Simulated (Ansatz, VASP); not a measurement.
Two plane-wave programs on PbS

Contents of INCAR:

```
  ALGO = Normal
  EDIFF = 1E-6
  ENCUT = 520
  GGA_COMPAT = False
  ISIF = 2
  ISMEAR = -1
  LASPH = True
  LCHARG = False
  LORBIT = 11
  LORBMOM = True
  LREAL = False
  LSORBIT = True
  LWAVE = False
  MAGMOM = 0 0 0 0 0 0
  NBANDS = 32
  NELM = 150
  PREC = Accurate
  SIGMA = 0.05
```

The input KPOINTS:

```
k-points
0
Gamma
  8 8 8
```

Contents of POSCAR:

```
PbS
1.0
    0.0000000000      3.0047775019      3.0047775019
    3.0047775019      0.0000000000      3.0047775019
    3.0047775019      3.0047775019      0.0000000000
Pb S
1 1
Direct
    0.0000000000      0.0000000000      0.0000000000
    0.5000000000      0.5000000000      0.5000000000
```

File input.yaml:

```yaml
crystal:
  lattice:
    - [0.0, 3.0047775019, 3.0047775019]
    - [3.0047775019, 0.0, 3.0047775019]
    - [3.0047775019, 3.0047775019, 0.0]
  atoms:
    - { symbol: Pb, position: [0.0, 0.0, 0.0] }
    - { symbol: S, position: [0.5, 0.5, 0.5] }
hamiltonian:
  xc: lda
  pseudopotentials: { kind: paw_fr }
magnetization:
  noncollinear: true
  spin_orbit: true
kpoints:
  mp_grid: { grid: [8, 8, 8] }
scf:
  occupations: { method: fermi_dirac, width: 0.05 }
output:
  forces: true
  stress: true
  eigenvalues: true
```

Alike in both runs: task single point; functional LDA; k mesh 8 × 8 × 8; occupations fermi-dirac, width 0.05 eV; non-collinear spin, spin-orbit coupling.

|  | VASP | Ansatz |
| --- | --- | --- |
| version | VASP 6.6.1 | Ansatz 0.2.0 |
| potentials or method | VASP PAW LDA potentials, release 64 (Pb_d, S) | Ansatz PAW |
| plane-wave cutoff (eV) | 520 | 420 |
| valence electrons in the cell | 20 | 20 |

|  | VASP | Ansatz | Ansatz less VASP |
| --- | --- | --- | --- |
| pressure (GPa) | -4.7 | -4.9 | -0.15 |
| net moment per atom (μB) | 0.00 | 0.00 | 0.000 |

LDA's correlation is that of Perdew and Zunger in VASP and of Perdew and Wang (1992) in Ansatz.
